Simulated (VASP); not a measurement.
Input of a VASP 6.6.1 run:

File INCAR:

```
PREC = Accurate
ENCUT = 600
EDIFF = 1E-6
ISMEAR = -1
SIGMA = 0.05
LREAL = F
LASPH = T
NELM = 80
ALGO = Normal
ISIF = 3
LWAVE = F
LCHARG = F
GGA = RP
IVDW = 13
IBRION = 2
NSW = 60
EDIFFG = -0.01
```

File KPOINTS:

```
Automatic mesh
0
Gamma
  10 10 5
```

Contents of POSCAR:

```
CuO
1.0
    2.3418500000     -1.7113000000      0.0000000000
    2.3418500000      1.7113000000      0.0000000000
   -0.8500274268      0.0000000000      5.0578693947
Cu O
2 2
Direct
    0.5000000000      0.0000000000      0.5000000000
    0.0000000000      0.5000000000      0.0000000000
    0.4184000000      0.5816000000      0.7500000000
    0.5816000000      0.4184000000      0.2500000000
```

Potentials or basis: VASP PAW PBE potentials, release 64 (Cu, O).

The run is started by

```sh
$ cat potpaw_PBE.64/Cu/POTCAR potpaw_PBE.64/O/POTCAR > POTCAR
$ mpirun -np 1 vasp_std > vasp.out
```

(1) Estimate the relaxed volume.

(2) Predict the relaxed cell.

(3) Estimate the space group after relaxing (to 0.1 Å).

(4) Predict the dispersion energy per atom.

## Answers

(1) 10.70 Å³/atom.

(2) a = 2.905 Å, b = 2.905 Å, c = 5.177 Å, α = 94.98°, β = 94.98°, γ = 80.43°.

(3) C2/c (No. 15).

(4) -0.651 eV.

Caveat: the PAW data sets were made with another functional, which shifts forces and pressure a little.
